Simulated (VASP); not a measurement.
A run of VASP 6.6.1:

File POSCAR:

```
AlN
1.0
    3.0134961422      0.0000000000      0.0000000000
   -1.5067480711      2.6097642133      0.0000000000
    0.0000000000      0.0000000000      5.0681882642
Al N
2 2
Direct
    0.6666666667      0.3333333333      0.5011940793
    0.3333333333      0.6666666667      1.0011940793
    0.6666666667      0.3333333333      0.8788059207
    0.3333333333      0.6666666667      0.3788059207
```

The input INCAR.step1:

```
ALGO = Normal ; EDIFF = 1E-4
ENCUT = 520 ; GGA = PE
ISMEAR = 0 ; LASPH = True
LCHARG = False ; LREAL = False
LWAVE = True ; NBANDS = 16
NELM = 80 ; PREC = Accurate
SIGMA = 0.02
```

File INCAR.step2:

```
ALGO = Normal ; EDIFF = 1E-6
ENCUT = 520 ; ISIF = 2
ISMEAR = 0 ; ISTART = 1
LASPH = True ; LCHARG = True
LELF = True ; LMIXTAU = True
LREAL = False ; LVHAR = True
LWAVE = False ; METAGGA = R2SCAN
NBANDS = 16 ; NELM = 80
PREC = Accurate ; SIGMA = 0.02
```

Contents of KPOINTS:

```
k-points
0
Gamma
  12 12 6
```

Potentials or basis: VASP PAW PBE potentials, release 64 (Al, N).

Run with:

```console
$ cat potpaw_PBE.64/Al/POTCAR potpaw_PBE.64/N/POTCAR > POTCAR
$ cp INCAR.step1 INCAR
$ mpirun -np 1 vasp_std > vasp.out
$ cp INCAR.step2 INCAR
$ mpirun -np 1 vasp_std > vasp.out
```

Hardware: 1 thread of Intel(R) Xeon(R) Platinum 8488C (Sapphire Rapids), with other jobs on the host.

**Question.** How long does it take, and how much memory?

**Answer.** It took 100 s on 1 thread of Intel(R) Xeon(R) Platinum 8488C (Sapphire Rapids), with other jobs on the host, peak memory 0.18 GiB. Counts: k points 76.
